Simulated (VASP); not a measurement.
Input of a VASP 6.6.1 run:

INCAR

```
PREC = Accurate ; ENCUT = 520
EDIFF = 1E-6 ; ISMEAR = -1
SIGMA = 0.1 ; LREAL = False
LASPH = True ; NELM = 60
ALGO = Normal ; ISIF = 2
LWAVE = False ; LCHARG = False
GGA = PE ; NBANDS = 70
```

The input KPOINTS:

```
regular mesh
0
Gamma
  5 5 4
```

POSCAR

```
In2Ag5O6
1.0
    2.9525954403      5.1140453169      0.0000000000
   -2.9525954403      5.1140453169      0.0000000000
    0.0000000000      0.0000000000      6.3204577672
Ag O In
5 6 2
Direct
    0.0000000000      0.0000000000      0.2843944770
    0.4999979291      0.5000020709      0.5186191797
    0.0000000000      0.4999979291      0.5186191797
    0.5000020709      0.0000000000      0.5186191797
    0.0000000000      0.0000000000      0.7527961618
    0.3794820845      0.6205179155      0.8281405891
    0.0000000000      0.3794820845      0.8281405891
    0.6205179155      0.0000000000      0.8281405891
    0.6205161559      0.3794838441      0.2090985091
    0.0000000000      0.6205161559      0.2090985091
    0.3794838441      0.0000000000      0.2090985091
    0.3333333333      0.3333333333      0.0186172637
    0.6666666667      0.6666666667      0.0186172637
```

Potentials or basis: VASP PAW PBE potentials, release 64 (Ag, O, In_d).

Run with:

```sh
$ cat potpaw_PBE.64/Ag/POTCAR potpaw_PBE.64/O/POTCAR potpaw_PBE.64/In_d/POTCAR > POTCAR
$ mpirun -np 1 vasp_std > vasp.out
```

Question: Estimate the pressure.

Answer: 0.1 GPa.

Question: Predict the largest force.

Answer: 0.033 eV/Å.

Forces in eV/Å, atoms in the order of the input:
```
Ag   0.000  0.000 -0.009
Ag   0.000  0.000  0.000
Ag   0.000  0.000  0.000
Ag   0.000  0.000  0.000
Ag   0.000  0.000  0.009
O   -0.023  0.000 -0.024
O    0.012 -0.020 -0.024
O    0.012  0.020 -0.024
O    0.023  0.000  0.023
O   -0.011  0.020  0.023
O   -0.011 -0.020  0.023
In   0.000  0.000  0.000
In   0.000  0.000  0.000
```

Caveat: an odd number of electrons without spin polarisation forces a metal; a magnetic or distorted state may lie lower.
